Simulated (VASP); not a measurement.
# Cu2Os (Fd-3m) in VASP: notebook, part 2 of 2

VASP 6.6.1. The steps go on from the part before.

### 4 Relaxation of cell and atoms, PBE

This run uses another cell than the first one, of 13.07 Å³/atom, 1.051 times its volume.

INCAR

```
PREC     = Accurate       # precision mode
ENCUT    = 600            # plane-wave cutoff, eV
EDIFF    = 1E-6           # SCF threshold, eV
ISMEAR   = 0              # smearing method
SIGMA    = 0.1            # smearing width, eV
LREAL    = F              # projectors in reciprocal space
LASPH    = T              # aspherical terms in the spheres
NELM     = 60             # most SCF steps
ALGO     = Normal         # electronic algorithm
ISIF     = 3              # what is computed and relaxed
LWAVE    = F              # write WAVECAR
LCHARG   = F              # write CHGCAR
GGA      = PE             # functional
IBRION   = 2              # ionic algorithm
NSW      = 90             # ionic steps
EDIFFG   = -0.04          # ionic threshold
```

KPOINTS

```
Automatic mesh
0
Gamma
  4 4 4
```

POSCAR

```
Cu2Os
1.0
    0.0000000000      3.3972741387      3.3972741387
    3.3972741387      0.0000000000      3.3972741387
    3.3972741387      3.3972741387      0.0000000000
Cu Os
4 2
Direct
    0.6250000000      0.6250000000      0.6250000000
    0.1250000000      0.6250000000      0.6250000000
    0.6250000000      0.6250000000      0.1250000000
    0.6250000000      0.1250000000      0.6250000000
    0.0000000000      0.0000000000      0.0000000000
    0.2500000000      0.2500000000      0.2500000000
```

The run is started by

```bash
$ cat potpaw_PBE.64/Cu/POTCAR potpaw_PBE.64/Os/POTCAR > POTCAR
$ mpirun -np 1 vasp_std > vasp.out
```

It took 2.3 min on 1 thread of Intel Xeon 6975P-C, shared host; peak memory 0.25 GiB.

The run converged. Its results:

```
Free energy                            : -34.7707 eV
Relaxed volume                         : 12.45 Å³/atom
Relaxed cell                           : a = 4.727 Å, b = 4.727 Å, c = 4.727 Å, α = 60.00°, β = 60.00°, γ = 60.00°
Space group after relaxing (to 0.05 Å) : Fd-3m (No. 227)
Energy gained by relaxing              : 20.9 meV/atom
Ionic steps                            : 3
Pressure after relaxing                : 0.0 GPa
Band gap on the k mesh                 : zero (band 30 reaches 8.63 eV, above the bottom of band 31 at 8.40 eV)
```

The path:
```tsv
step	energy change (eV)	largest force (eV/Å)	pressure (GPa)	volume (Å³)
1	0.0000	0.0000	-10.13	78.42
2	0.1696	0.0000	19.56	69.41
3	-0.1254	0.0000	-0.03	74.67
```

Final structure:
```
Cu Os
1.0
     0.00000    3.34230    3.34230
     3.34230    0.00000    3.34230
     3.34230    3.34230    0.00000
Cu Os
4 2
Direct
  0.62500 0.62500 0.62500
  0.12500 0.62500 0.62500
  0.62500 0.62500 0.12500
  0.62500 0.12500 0.62500
  0.00000 0.00000 0.00000
  0.25000 0.25000 0.25000
```

Levels at points of the mesh, in eV from the Fermi level:
```
           k point  band 28  band 29  band 30  band 31  band 32  band 33
(0.00, 0.00, 0.00)    -1.50    -1.50    -0.39     0.38     0.38     4.68
(0.50, 0.00, 0.00)    -1.29    -1.21    -1.21     0.39     0.39     1.58
(0.50, 0.50, 0.00)    -0.91     0.00     0.00     0.12     0.12     0.27
```

Caveat: the k points lie up to 0.41 Å⁻¹ apart in the final cell; spin-orbit coupling is left out, which moves the levels of the heavy elements.

### 5 Single point, PBE

This run uses another cell than the first one, of 12.40 Å³/atom, 0.997 times its volume.

INCAR

```
SYSTEM = Cu2Os
ALGO = Fast
EDIFF = 1E-6
ENCUT = 520
GGA = PE
ISIF = 2
ISMEAR = 0
LASPH = .TRUE.
LCHARG = .TRUE.
LELF = .TRUE.
LREAL = .FALSE.
LVHAR = .TRUE.
LWAVE = .FALSE.
NBANDS = 39
NELM = 80
PREC = Accurate
SIGMA = 0.1
```

KPOINTS

```
k-points
0
G
  10 10 10
  0 0 0
```

POSCAR

```
Cu2Os
1.0
    0.0000000000      3.3379959533      3.3379959533
    3.3379959533      0.0000000000      3.3379959533
    3.3379959533      3.3379959533      0.0000000000
Cu Os
4 2
Direct
    0.1250000000      0.1250000000      0.1250000000
    0.6250000000      0.1250000000      0.1250000000
    0.1250000000      0.1250000000      0.6250000000
    0.1250000000      0.6250000000      0.1250000000
    0.5000000000      0.5000000000      0.5000000000
    0.7500000000      0.7500000000      0.7500000000
```

Potentials or basis: VASP PAW PBE potentials, release 64 (Cu, Os).

The run is started by

```bash
$ cat potpaw_PBE.64/Cu/POTCAR potpaw_PBE.64/Os/POTCAR > POTCAR
$ mpirun -np 1 vasp_std > vasp.out
```

OUTCAR:

```text
SYSTEM = Cu2Os
   EDIFF = 1E-6
   ENCUT = 520
   GGA = PE
   ISIF = 2
   ISMEAR = 0
   LASPH = .TRUE.
   LREAL = .FALSE.
   NELM = 80
   PREC = Accurate

 ion  position               nearest neighbor table
   1  0.125  0.125  0.125-   2 2.36   3 2.36   4 2.36   3 2.36   4 2.36   2 2.36   6 2.77   5 2.77
                             6 2.77   5 2.77   6 2.77   5 2.77
   2  0.625  0.125  0.125-   1 2.36   3 2.36   4 2.36   1 2.36   3 2.36   4 2.36   6 2.77   5 2.77
                             5 2.77   6 2.77   5 2.77   6 2.77
   3  0.125  0.125  0.625-   1 2.36   1 2.36   2 2.36   4 2.36   4 2.36   2 2.36   6 2.77   5 2.77
                             6 2.77   5 2.77   6 2.77   5 2.77
   4  0.125  0.625  0.125-   1 2.36   3 2.36   1 2.36   2 2.36   3 2.36   2 2.36   6 2.77   5 2.77
                             6 2.77   5 2.77   6 2.77   5 2.77
   5  0.500  0.500  0.500-   1 2.77   1 2.77   1 2.77   2 2.77   3 2.77   4 2.77   4 2.77   2 2.77
                             4 2.77   3 2.77   2 2.77   3 2.77   6 2.89   6 2.89   6 2.89   6 2.89
   6  0.750  0.750  0.750-   2 2.77   3 2.77   4 2.77   1 2.77   1 2.77   1 2.77   2 2.77   2 2.77
                             3 2.77   4 2.77   3 2.77   4 2.77   5 2.89   5 2.89   5 2.89   5 2.89

  LATTYP: Found a face centered cubic cell.
 ALAT       =     6.6759919066

  Lattice vectors:

 A1 = (   0.0000000000,   3.3379959533,   3.3379959533)
 A2 = (   3.3379959533,   0.0000000000,   3.3379959533)
 A3 = (   3.3379959533,   3.3379959533,   0.0000000000)

Analysis of symmetry for initial positions (statically):
=====================================================================
 Subroutine PRICEL returns:
 Original cell was already a primitive cell.

 Routine SETGRP: Setting up the symmetry group for a
 face centered cubic supercell.

 Subroutine GETGRP returns: Found 48 space group operations
 (whereof 24 operations were pure point group operations)
 out of a pool of 48 trial point group operations.

The static configuration has the point symmetry T_d .
 The point group associated with its full space group is O_h .

Analysis of symmetry for dynamics (positions and initial velocities):
=====================================================================
 Subroutine PRICEL returns:
[... 141 lines left out ...]
  Thomas-Fermi vector in A             =   2.632299
   LORBIT       =      0    0 simple, 1 ext, 2 COOP (PROOUT), +10 PAW based schemes
   GGA     = PE    functional components
   LHFCALC =     F    Hartree Fock is set to
   AEXX    =    0.0000 exact exchange contribution
   IVDW    =     0    specifies the selected vdW correction
   LEPSILON=     F    determine dielectric tensor
   LRPA    =     F    only Hartree local field effects (RPA)
 non-spin polarized calculation
 RMM-DIIS sequential band-by-band and
 Gauss-broadening in eV      SIGMA  =   0.10
  energy-cutoff  :      520.00
  volume of cell :       74.39
 maximum number of plane-waves:      2044
   NGX = 17   NGY = 17   NGZ = 17

 number of electron      59.9999972 magnetization

 Free energy of the ion-electron system (eV)
  ---------------------------------------------------
  ext. energy  EPLUGINS =         0.00000000
  ---------------------------------------------------
  free energy    TOTEN  =       -34.87649881 eV

  energy without entropy =      -34.84075349  energy(sigma->0) =      -34.85862615

 E-fermi :   8.3954     XC(G=0): -13.3431

 val. band max:        8.3952612735   @ k =  -0.3000   0.3000   0.0000
 cond. band min:       8.4009372319   @ k =   0.4000   0.2000   0.0000
 fundamental gap:      0.0056759584
 Fermi energy:         8.3953512598

 k-point     1 :       0.0000    0.0000    0.0000
  band No.  band energies     occupation
      1      -1.6803      2.00000
      2       2.5082      2.00000
      3       3.0065      2.00000
      4       3.0065      2.00000
      5       3.0065      2.00000
      6       3.9716      2.00000
[... 997 lines left out ...]
     38      17.3461      0.00000
     39      17.7872      0.00000

 [... further k-points ...]
[... 5 lines left out ...]
  --------------------------------------------------------------------------------------
  -------------------------------------------------------------------------------------
  Total        0.2256195      0.2256195      0.2256195     -0.0000000      0.0000000      0.0000000
  in kB        4.8595915      4.8595915      4.8595915     -0.0000000      0.0000000      0.0000000
  external PRESSURE =       4.8595915 kB  Pullay stress =       0.0000000 kB

 VOLUME and BASIS-vectors are now :
 -----------------------------------------------------------------------------
  energy-cutoff  :      520.00
  volume of cell :       74.39
      direct lattice vectors                 reciprocal lattice vectors
     0.000000000  3.337995953  3.337995953    -0.149790475  0.149790475  0.149790475
     3.337995953  0.000000000  3.337995953     0.149790475 -0.149790475  0.149790475
     3.337995953  3.337995953  0.000000000     0.149790475  0.149790475 -0.149790475

 POSITION                                       TOTAL-FORCE (eV/Angst)
 -----------------------------------------------------------------------------------
      0.83450      0.83450      0.83450         0.000000     -0.000000     -0.000000
      0.83450      2.50350      2.50350        -0.000000     -0.000000     -0.000000
      2.50350      2.50350      0.83450        -0.000000     -0.000000     -0.000000
      2.50350      0.83450      2.50350         0.000000     -0.000000     -0.000000
      3.33800      3.33800      3.33800         0.000000      0.000000      0.000000
      5.00699      5.00699      5.00699        -0.000000     -0.000000     -0.000000
 -----------------------------------------------------------------------------------
    total drift:                                0.000000      0.000000      0.000000

  FREE ENERGIE OF THE ION-ELECTRON SYSTEM (eV)
  ---------------------------------------------------
  free  energy   TOTEN  =       -34.8764988104 eV

  energy  without entropy=      -34.8407534857  energy(sigma->0) =      -34.85862615
```

stdout:

```text
POSCAR found type information on POSCAR CuOs
 POSCAR found :  2 types and       6 ions
 scaLAPACK will be used
 LDA part: xc-table for (Slater+PW92), standard interpolation
 POSCAR, INCAR and KPOINTS ok, starting setup
 FFT: planning ... GRIDC
 FFT: planning ... GRID_SOFT
 FFT: planning ... GRID
 WAVECAR not read
 entering main loop
```

Run time: 2.4 min. Hardware: 1 thread of Intel Xeon 6975P-C, shared host; peak memory 0.28 GiB.

Results:

```yaml
Free_energy: -34.8765 eV
Pressure: 0.5 GPa
Band_gap_on_the_k_mesh: zero (band 30 reaches 8.71 eV, above the bottom of band 31 at 8.24 eV)
```

Levels at points of the mesh, in eV from the Fermi level:
| k point | band 27 | band 28 | band 29 | band 30 | band 31 | band 32 | band 33 | band 34 |
| --- | --- | --- | --- | --- | --- | --- | --- | --- |
| (0.00, 0.00, 0.00) | -1.47 | -1.47 | -1.47 | -0.36 | 0.41 | 0.41 | 4.74 | 5.06 |
| (0.50, 0.00, 0.00) | -1.28 | -1.26 | -1.17 | -1.17 | 0.42 | 0.42 | 1.62 | 2.78 |
| (0.50, 0.50, 0.00) | -0.88 | -0.88 | 0.05 | 0.05 | 0.15 | 0.15 | 0.30 | 0.30 |

Caveat: spin-orbit coupling is left out, which moves the levels of the heavy elements.

### 6 Relaxation of cell and atoms, PBE

INCAR

```
ALGO = Fast
EDIFF = 1E-6
EDIFFG = -0.01
ENCUT = 600
GGA = PE
IBRION = 2
ISIF = 3
ISMEAR = 0
LASPH = True
LCHARG = False
LREAL = False
LWAVE = False
NELM = 100
NSW = 100
PREC = Accurate
SIGMA = 0.1
```

KPOINTS

```
k-points
0
Gamma
  10 10 10
```

POSCAR, as its differences from that of step 5:

```diff
@@ -2,5 +2,5 @@
 1.0
-    0.0000000000      3.3379959533      3.3379959533
-    3.3379959533      0.0000000000      3.3379959533
-    3.3379959533      3.3379959533      0.0000000000
+    0.0000000000      3.3412184518      3.3412184518
+    3.3412184518      0.0000000000      3.3412184518
+    3.3412184518      3.3412184518      0.0000000000
 Cu Os
```

Potentials or basis: VASP PAW PBE potentials, release 64 (Cu, Os).

The run is started by

```bash
$ cat potpaw_PBE.64/Cu/POTCAR potpaw_PBE.64/Os/POTCAR > POTCAR
$ mpirun -np 1 vasp_std > vasp.out
```

Wall time 6.2 min (1 thread of Intel Xeon 6975P-C, shared host); peak memory 0.33 GiB.

The run converged. Its results:

- Free energy: -34.8788 eV
- Relaxed volume: 12.41 Å³/atom
- Relaxed cell: a = 4.722 Å, b = 4.722 Å, c = 4.722 Å, α = 60.00°, β = 60.00°, γ = 60.00°
- Space group after relaxing (to 0.05 Å): Fd-3m (No. 227)
- Energy gained by relaxing: 0.0 meV/atom
- Ionic steps: 2
- Pressure after relaxing: 0.1 GPa
- Band gap on the k mesh: zero (band 30 reaches 8.69 eV, above the bottom of band 31 at 8.23 eV)

Final structure:
```
Cu Os
1.0
     0.00000    3.33902    3.33902
     3.33902    0.00000    3.33902
     3.33902    3.33902    0.00000
Cu Os
4 2
Direct
  0.12500 0.12500 0.12500
  0.62500 0.12500 0.12500
  0.12500 0.12500 0.62500
  0.12500 0.62500 0.12500
  0.50000 0.50000 0.50000
  0.75000 0.75000 0.75000
```

Levels at points of the mesh, in eV from the Fermi level:
| k point | band 28 | band 29 | band 30 | band 31 | band 32 | band 33 |
| --- | --- | --- | --- | --- | --- | --- |
| (0.00, 0.00, 0.00) | -1.47 | -1.47 | -0.36 | 0.41 | 0.41 | 4.74 |
| (0.50, 0.00, 0.00) | -1.26 | -1.17 | -1.17 | 0.42 | 0.42 | 1.62 |
| (0.50, 0.50, 0.00) | -0.88 | 0.05 | 0.05 | 0.15 | 0.15 | 0.30 |

Caveat: spin-orbit coupling is left out, which moves the levels of the heavy elements.

### 7 The runs side by side

```tsv
task	cell	k mesh	cutoff (eV)	gap on the mesh (eV)	pressure (GPa)	relaxed volume (Å³/atom)
single point	a = 4.725 Å, angles 60.0°, 6 atoms	4 × 4 × 4	520	none	-0.2	-
single point	a = 4.804 Å, angles 60.0°, 6 atoms	6 × 6 × 6	520	none	-10.3	-
relaxation of cell and atoms	relaxed from a = 4.804 Å, angles 60.0°, 6 atoms	4 × 4 × 4	600	none	0.0	12.45
single point	a = 4.721 Å, angles 60.0°, 6 atoms	10 × 10 × 10	520	none	0.5	-
relaxation of cell and atoms	relaxed from a = 4.725 Å, angles 60.0°, 6 atoms	10 × 10 × 10	600	none	0.1	12.41
```

Alike in all rows: level PBE; potentials or basis VASP PAW PBE potentials, release 64 (Cu, Os); no spin polarisation; smearing gaussian 0.1 eV.

Caveats: some runs use coarse meshes; spin-orbit coupling is left out, which moves the levels of the heavy elements.

Total energies depend on the potentials used, so only differences within one code and one set of settings carry meaning.
